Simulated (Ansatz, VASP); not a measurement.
# Two plane-wave programs on GaN

Contents of POSCAR:

```
GaN
1.0
    0.0000000000      2.1085152350      2.1085152350
    2.1085152350      0.0000000000      2.1085152350
    2.1085152350      2.1085152350      0.0000000000
Ga N
1 1
Direct
    0.0000000000      0.0000000000      0.0000000000
    0.5000000000      0.5000000000      0.5000000000
```

INCAR.step1

```
  ALGO = Normal
  EDIFF = 1E-5
  ENCUT = 520
  GGA = PE
  ISIF = 2
  ISMEAR = 0
  LASPH = T
  LREAL = F
  LWAVE = T
  NBANDS = 16
  NELM = 60
  PREC = Accurate
  SIGMA = 0.01
```

Contents of INCAR.step2:

```
  AEXX = 0.5
  ALGO = Normal
  EDIFF = 1E-6
  ENCUT = 520
  GGA = PE
  HFSCREEN = 0.5
  ISIF = 2
  ISMEAR = 0
  ISTART = 1
  LASPH = T
  LCHARG = T
  LELF = T
  LHFCALC = T
  LREAL = F
  LVHAR = T
  LWAVE = F
  NBANDS = 16
  NELM = 60
  PREC = Accurate
  PRECFOCK = Normal
  SIGMA = 0.01
```

File KPOINTS:

```
k-points
0
Gamma
  6 6 6
```

Input for Ansatz:

```yaml
crystal:
  lattice:
    - [0.0, 2.108515235, 2.108515235]
    - [2.108515235, 0.0, 2.108515235]
    - [2.108515235, 2.108515235, 0.0]
  atoms:
    - { symbol: Ga, position: [0.0, 0.0, 0.0] }
    - { symbol: "N", position: [0.5, 0.5, 0.5] }
kpoints:
  mp_grid: { grid: [6, 6, 6] }
hamiltonian:
  xc: { exchange: pbe, correlation: pbe, exx: { coeff: 0.5, omega: 0.5 } }
scf:
  occupations: { method: fixed }
  n_extra_bands: 4
output:
  forces: true
  stress: true
  eigenvalues: true
```

Alike in both runs: task single point; functional PBE-based screened hybrid with a share of 0.5 of exact exchange and HFSCREEN = 0.5; k mesh 6 × 6 × 6; no spin polarisation.

```csv
,VASP,Ansatz
version,VASP 6.6.1,Ansatz 0.2.0
potentials or method,"VASP PAW PBE potentials, release 64 (Ga_d, N)",plane waves
plane-wave cutoff (eV),520,420
occupations,"gaussian, width 0.01 eV",fixed
valence electrons in the cell,18,18
```

```csv
,VASP,Ansatz,Ansatz less VASP
gap on the k mesh at the Fermi level (eV),2.15,2.15,+0.003
pressure (GPa),-4.7,-6.0,-1.31
```

VASP's potentials were made for PBE, not for PBE-based screened hybrid. Ansatz's warnings: stress exchange threshold loose, stress scf threshold loose.

The k mesh is coarse, so the values compare programs but aren't converged.
